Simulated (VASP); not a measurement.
Wanted: the native input for a VASP 6.6.1 run.

```
Task                   : electric field gradients
Functional             : PBE
Potentials or basis    : VASP PAW PBE potentials, release 64 (Mo_sv, Bi_d)
Cutoff                 : 520 eV
k mesh                 : 11 × 11 × 11
Occupations            : fermi-dirac, width 0.08 eV
Spin                   : no spin polarisation
Dipole correction      : no
Further INCAR settings : ALGO = Normal; EDIFF = 1e-08; NBANDS = 22
```

The structure of BiMo (zincblende type) lies in POSCAR:

```
BiMo
1.0
    0.0000000000      3.1150787229      3.1150787229
    3.1150787229      0.0000000000      3.1150787229
    3.1150787229      3.1150787229      0.0000000000
Mo Bi
1 1
Direct
    0.0000000000      0.0000000000      0.0000000000
    0.2500000000      0.2500000000      0.2500000000
```

This cell differs from its parent crystal: volume scaled by 0.96.

One way to write it, as run:

INCAR

```
PREC     = Accurate       # precision mode
ENCUT    = 520            # plane-wave cutoff, eV
EDIFF    = 1E-8           # SCF threshold, eV
ISMEAR   = -1             # smearing method
SIGMA    = 0.08           # smearing width, eV
LREAL    = False          # projectors in reciprocal space
LASPH    = True           # aspherical terms in the spheres
NELM     = 100            # most SCF steps
ALGO     = Normal         # electronic algorithm
ISIF     = 2              # what is computed and relaxed
LWAVE    = False          # write WAVECAR
LCHARG   = False          # write CHGCAR
GGA      = PE             # functional
LEFG     = True         
NBANDS   = 22             # bands
```

KPOINTS

```
regular mesh
0
Gamma
  11 11 11
```

Potentials or basis: VASP PAW PBE potentials, release 64 (Mo_sv, Bi_d).

Launch:

```console
$ cat potpaw_PBE.64/Mo_sv/POTCAR potpaw_PBE.64/Bi_d/POTCAR > POTCAR
$ mpirun -np 1 vasp_std > vasp.out
```

It gave:

| Quantity | Value |
| --- | --- |
| Pressure | 3.0 GPa |

Caveat: without QUAD_EFG the Cq values of the log hold for a quadrupole moment of 1 mb, not for the nuclei.

Wall time 32 s on 1 thread of Intel(R) Xeon(R) 6975P-C (Granite Rapids), on a shared host, peak memory 0.24 GiB.
